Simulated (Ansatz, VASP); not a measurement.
KI: VASP beside Ansatz

```
CELL_PARAMETERS angstrom
2.35098 -4.07197 0.00000
2.35098 4.07197 0.00000
0.00000 0.00000 8.30075
ATOMIC_POSITIONS crystal
K 0.50000 0.50000 0.50000
K 0.50000 0.50000 0.00000
I 0.83333 0.16667 0.25000
I 0.16667 0.83333 0.75000
```

Alike in both runs: functional LDA; k mesh 6 × 6 × 4; occupations gaussian, width 0.02 eV; no spin polarisation.

Ansatz relaxed the structure, and its values are those at the end. VASP's run is a single point on that final structure, the one shown.

|  | VASP | Ansatz |
| --- | --- | --- |
| version | VASP 6.6.1 | Ansatz 0.2.0 |
| potentials or method | VASP PAW LDA potentials, release 64 (K_sv, I), cutoff 520 eV | scalar-relativistic, plane waves, PAW |
| valence electrons in the cell | 32 | 52 |

```tsv
	VASP	Ansatz	Ansatz less VASP
gap on the k mesh at the Fermi level (eV)	3.76	3.75	-0.010
least direct gap on the mesh (eV)	3.76	3.75	-0.010
pressure (GPa)	0.1	0.0	-0.06
```

LDA's correlation is that of Perdew and Zunger in VASP and of Perdew and Wang (1992) in Ansatz. VASP's potentials hold 32 valence electrons a cell and Ansatz's 52, so a difference there can come from the potentials and not from the codes.

Neither program's run includes spin-orbit coupling.
